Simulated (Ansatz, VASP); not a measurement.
## MgF2 in VASP and in Ansatz

```
Mg F
1.0
     4.43714    0.00000    0.00000
     0.00000    4.43714    0.00000
     0.00000    0.00000    2.92427
Mg F
2 4
Direct
  0.00000 0.00000 0.00000
  0.50000 0.50000 0.50000
  0.30103 0.30103 0.00000
  0.19897 0.80103 0.50000
  0.80103 0.19897 0.50000
  0.69897 0.69897 0.00000
```

Change from the starting cell: hydrostatic strain -4.0%.

Alike in both runs: task single point; functional HSE06; k mesh 4 × 4 × 6; no spin polarisation.

```csv
,VASP,Ansatz
version,VASP 6.6.1,Ansatz 0.2.0
potentials or method,"VASP PAW PBE potentials, release 64 (Mg, F)","plane waves, PAW"
plane-wave cutoff (eV),520,420
occupations,"gaussian, width 0.01 eV",fixed
valence electrons in the cell,32,48
```

```tsv
	VASP	Ansatz	Ansatz less VASP
gap on the k mesh at the Fermi level (eV)	10.35	10.41	+0.061
pressure (GPa)	17.9	18.1	+0.15
traceless stress, the component that is largest in VASP (GPa)	0.85	0.84	-0.013
rms of the force components (eV/Å)	0.008	0.011	+0.0030
```

Atom by atom the forces differ by 0.003 eV/Å (rms over components). VASP's potentials hold 32 valence electrons a cell and Ansatz's 48, so a difference there can come from the potentials and not from the codes. Ansatz's warnings: stress exchange threshold loose, stress scf threshold loose.
